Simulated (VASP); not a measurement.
Te:

```
Te
1.0
     3.15215    0.00000    0.00000
     0.00000    3.15215    0.00000
     0.00000    0.00000    3.15215
Te
1
Direct
  0.00000 0.00000 0.00000
```

| Quantity | Value |
| --- | --- |
| Program | VASP 6.6.1 |
| Task | relaxation of cell and atoms |
| Functional | PBE |
| Potentials or basis | VASP PAW PBE potentials, release 64 (Te) |
| Cutoff | 600 eV |
| k mesh | 13 × 13 × 13 |
| Occupations | fermi-dirac, width 0.05 eV |
| Spin | no spin polarisation |

At the start: pressure 2.5 GPa; volume 31.32 Å³/atom.

Problem. Where does the relaxation end?

Solution. Over 3 steps the energy falls by 10.5 meV/atom and the volume is 32.73 Å³/atom (+4.5 %); space group Pm-3m (No. 221, to 0.05 Å).

Step by step:
```tsv
step	energy change (eV)	largest force (eV/Å)	pressure (GPa)	volume (Å³)
1	0.0000	0.0000	2.49	31.32
2	-0.0072	0.0000	-1.21	33.58
3	-0.0105	0.0000	0.00	32.73
```

Final structure:
```cif
data_structure
_symmetry_space_group_name_H-M 'P 1'
_symmetry_Int_Tables_number 1
_cell_length_a 3.1989
_cell_length_b 3.1989
_cell_length_c 3.1989
_cell_angle_alpha 90.000
_cell_angle_beta 90.000
_cell_angle_gamma 90.000
_cell_volume 32.73
loop_
_atom_site_label
_atom_site_type_symbol
_atom_site_fract_x
_atom_site_fract_y
_atom_site_fract_z
_atom_site_occupancy
Te1 Te 0.00000 0.00000 0.00000 1
```
